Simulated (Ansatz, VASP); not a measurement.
Two plane-wave programs on ZnSe

```
CELL_PARAMETERS angstrom
0.00000 2.83380 2.83380
2.83380 0.00000 2.83380
2.83380 2.83380 0.00000
ATOMIC_POSITIONS crystal
Se 0.75000 0.75000 0.75000
Zn 0.00000 0.00000 0.00000
```

Alike in both runs: task single point; functional HSE06; k mesh 4 × 4 × 4; occupations fermi-dirac, width 0.05 eV; non-collinear spin, spin-orbit coupling.

|  | VASP | Ansatz |
| --- | --- | --- |
| version | VASP 6.6.1 | Ansatz 0.2.0 |
| potentials or method | VASP PAW PBE potentials, release 64 (Se, Zn) | Ansatz PAW |
| plane-wave cutoff (eV) | 520 | 420 |
| valence electrons in the cell | 18 | 28 |

Ansatz gave:

| Property | Result |
| --- | --- |
| pressure (GPa) | 1.5 |
| net moment per atom (μB) | 0.00 |

**Question.** Estimate VASP's values.

**Answer.** Pressure (GPa): 1.4; net moment per atom (μB): 0.00.

VASP's potentials hold 18 valence electrons a cell and Ansatz's 28, so a difference there can come from the potentials and not from the codes.

The k mesh is coarse, so the values compare programs but aren't converged.
